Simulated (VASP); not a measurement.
# Mg4O in VASP: further runs, part 2 of 2

VASP 6.6.1.

### 6 Single point, PBEsol

Contents of INCAR:

```
SYSTEM = Mg4O
PREC = Accurate
ENCUT = 520
EDIFF = 1E-7
ISMEAR = 0
SIGMA = 0.1
LREAL = .FALSE.
LASPH = .TRUE.
NELM = 80
ALGO = Normal
ISIF = 2
LWAVE = .FALSE.
LCHARG = .FALSE.
LDIPOL = .TRUE.
IDIPOL = 3
DIPOL = 0.5 0.5 0.329
GGA = PS
NBANDS = 15
```

Contents of KPOINTS:

```
Automatic mesh
0
G
  8 5 1
  0 0 0
```

Contents of POSCAR:

```
Mg4O
1.0
    3.1881999939      0.0000000000      0.0000000000
    0.0000000000      5.1084658709      0.0000000000
    0.0000000000      0.0000000000     19.1358427726
Mg O
4 1
Direct
    0.0000000000      0.7500000000      0.2090318178
    0.5000000000      0.2500000000      0.2571276385
    0.5000000000      0.7500000000      0.3576109084
    0.0000000000      0.2500000000      0.3990335238
    0.3750000000      0.5000000000      0.4225900215
```

Potentials or basis: VASP PAW PBE potentials, release 64 (Mg, O).

Run with:

```
cat potpaw_PBE.64/Mg/POTCAR potpaw_PBE.64/O/POTCAR > POTCAR
mpirun -np 1 vasp_std > vasp.out
```

OUTCAR:

```text
SYSTEM = Mg4O
   PREC = Accurate
   ENCUT = 520
   EDIFF = 1E-7
   ISMEAR = 0
   LREAL = .FALSE.
   LASPH = .TRUE.
   NELM = 80
   ISIF = 2
   GGA = PS

 ion  position               nearest neighbor table
   1  0.000  0.750  0.209-   2 3.15   2 3.15   2 3.15   2 3.15   3 3.26   3 3.26
   2  0.500  0.250  0.257-   1 3.15   1 3.15   1 3.15   1 3.15   4 3.15   4 3.15   3 3.20   3 3.20

   3  0.500  0.750  0.358-   5 1.83   4 3.11   4 3.11   4 3.11   4 3.11   2 3.20   2 3.20   1 3.26
                             1 3.26
   4  0.000  0.250  0.399-   5 1.81   5 2.41   3 3.11   3 3.11   3 3.11   3 3.11   2 3.15   2 3.15

   5  0.375  0.500  0.423-   4 1.81   3 1.83   4 2.41

  LATTYP: Found a simple orthorhombic cell.
 ALAT       =     3.1881999939
 B/A-ratio  =     1.6023040840
 C/A-ratio  =     6.0020835610

  Lattice vectors:

 A1 = (   3.1881999939,   0.0000000000,   0.0000000000)
 A2 = (   0.0000000000,   5.1084658709,   0.0000000000)
 A3 = (   0.0000000000,   0.0000000000,  19.1358427726)

Analysis of symmetry for initial positions (statically):
=====================================================================
 Subroutine PRICEL returns:
 Original cell was already a primitive cell.

 Routine SETGRP: Setting up the symmetry group for a
 simple orthorhombic supercell.

 Subroutine GETGRP returns: Found  1 space group operations
 (whereof  1 operations were pure point group operations)
 out of a pool of  8 trial point group operations.

The static configuration has the point symmetry C_1 .

Analysis of symmetry for dynamics (positions and initial velocities):
=====================================================================
 Subroutine PRICEL returns:
 Original cell was already a primitive cell.

 Routine SETGRP: Setting up the symmetry group for a
 simple orthorhombic supercell.

 Subroutine GETGRP returns: Found  1 space group operations
[... 143 lines left out ...]

 number of electron      14.0000000 magnetization

 dipolmoment           0.000000      0.000000      0.092338 electrons x Angstroem

 Free energy of the ion-electron system (eV)
  ---------------------------------------------------
  ext. energy  EPLUGINS =         0.00000000
  ---------------------------------------------------
  free energy    TOTEN  =       -14.02632122 eV

  energy without entropy =      -14.00864514  energy(sigma->0) =      -14.01748318

 E-fermi :  -1.9913     XC(G=0):  -3.4737

 val. band max:       -2.0201965659   @ k =   0.0000   0.0000   0.0000
 cond. band min:      -1.9771909176   @ k =   0.1250  -0.4000   0.0000
 fundamental gap:      0.0430056483
 Fermi energy:        -1.9912987719

 k-point     1 :       0.0000    0.0000    0.0000
  band No.  band energies     occupation
      1     -19.2628      2.00000
      2      -7.9331      2.00000
      3      -5.7024      2.00000
      4      -5.4816      2.00000
      5      -4.4734      2.00000
      6      -3.9962      2.00000
      7      -2.4751      2.00000
      8      -2.0202      1.31722
      9      -1.7130      0.00008
     10       0.3065      0.00000
     11       0.9204      0.00000
     12       1.3809      0.00000
     13       1.9042      0.00000
     14       2.7586      0.00000
[... 347 lines left out ...]
      2      -6.0958      2.00000
      3      -5.4309      2.00000
      4      -4.7547      2.00000
      5      -3.3709      2.00000
      6      -3.1688      2.00000
      7      -2.2769      1.99995
      8      -1.9552      0.60982
      9      -0.7639      0.00000
     10      -0.3114      0.00000
     11       0.6700      0.00000
     12       1.1798      0.00000
     13       2.0289      0.00000
     14       2.5071      0.00000
     15       3.8411      0.00000

------------------------ aborting loop because EDIFF is reached ----------------------------------------

 vacuum level on the upper side and lower side of the slab       (xc-potential included)         0.420        -0.625

  FORCE on cell =-STRESS in cart. coord.  units (eV):
  Direction    XX          YY          ZZ          XY          YZ          ZX
  --------------------------------------------------------------------------------------
  -------------------------------------------------------------------------------------
  Total        0.0914722      0.3950589      0.4517169      2.5715462     -0.6980670      0.5966286
  in kB        0.4702362      2.0309010      2.3221659     13.2196898     -3.5885918      3.0671214
  external PRESSURE =       1.6077677 kB  Pullay stress =       0.0000000 kB

 VOLUME and BASIS-vectors are now :
 -----------------------------------------------------------------------------
  energy-cutoff  :      520.00
  volume of cell :      311.66
      direct lattice vectors                 reciprocal lattice vectors
     3.188199994  0.000000000  0.000000000     0.313656609  0.000000000  0.000000000
     0.000000000  5.108465871  0.000000000     0.000000000  0.195753486  0.000000000
     0.000000000  0.000000000 19.135842773     0.000000000  0.000000000  0.052257954

 POSITION                                       TOTAL-FORCE (eV/Angst)
 -----------------------------------------------------------------------------------
      0.00000      3.83135      4.00000        -0.022641      0.074985      0.150263
      1.59410      1.27712      4.92035        -0.009645     -0.104867     -0.269921
      1.59410      3.83135      6.84319         0.252970      0.486569     -0.355055
      0.00000      1.27712      7.63584        -1.748481      0.263017      0.462813
      1.19557      2.55423      8.08662         1.527798     -0.719703      0.011900
 -----------------------------------------------------------------------------------
    total drift:                               -0.000155     -0.000034     -0.000460

  FREE ENERGIE OF THE ION-ELECTRON SYSTEM (eV)
  ---------------------------------------------------
  free  energy   TOTEN  =       -14.0263212173 eV

  energy  without entropy=      -14.0086451446  energy(sigma->0) =      -14.01748318

 vacuum level on the upper side and lower side of the slab         2.545         1.483
```

It took 4.8 min on 1 thread of Intel Xeon 8259CL, shared host; peak memory 0.39 GiB.

Results:

| Quantity | Value |
| --- | --- |
| Free energy | -14.0263 eV |
| Largest force | 1.828 eV/Å |
| Band gap on the k mesh | zero (bands 7 and 8 overlap by 0.65 eV) |

Forces on the atoms (eV/Å):
```
Mg  -0.023  0.075  0.150
Mg  -0.010 -0.105 -0.270
Mg   0.253  0.487 -0.355
Mg  -1.748  0.263  0.463
O    1.528 -0.720  0.012
```

Caveat: the PAW data sets were made with another functional, which shifts forces and pressure a little.

### 7 Summary

| cell | gap on the mesh (eV) | largest force (eV/Å) |
| --- | --- | --- |
| as given, atomic positions A | none | 6.02 |
| as given, atomic positions B | none | 4.74 |
| as given, atomic positions C | none | 2.77 |
| as given, atomic positions D | none | 2.94 |
| as given, atomic positions E | none | 1.83 |

Alike in all rows: task single point; level PBEsol; potentials or basis VASP PAW PBE potentials, release 64 (Mg, O); no spin polarisation; k mesh 8 × 5 × 1; cutoff (eV) 520; smearing gaussian 0.1 eV.

Caveats: the PAW data sets were made with another functional, which shifts forces and pressure a little.

Absolute energies hang on the potentials; compare differences alone.
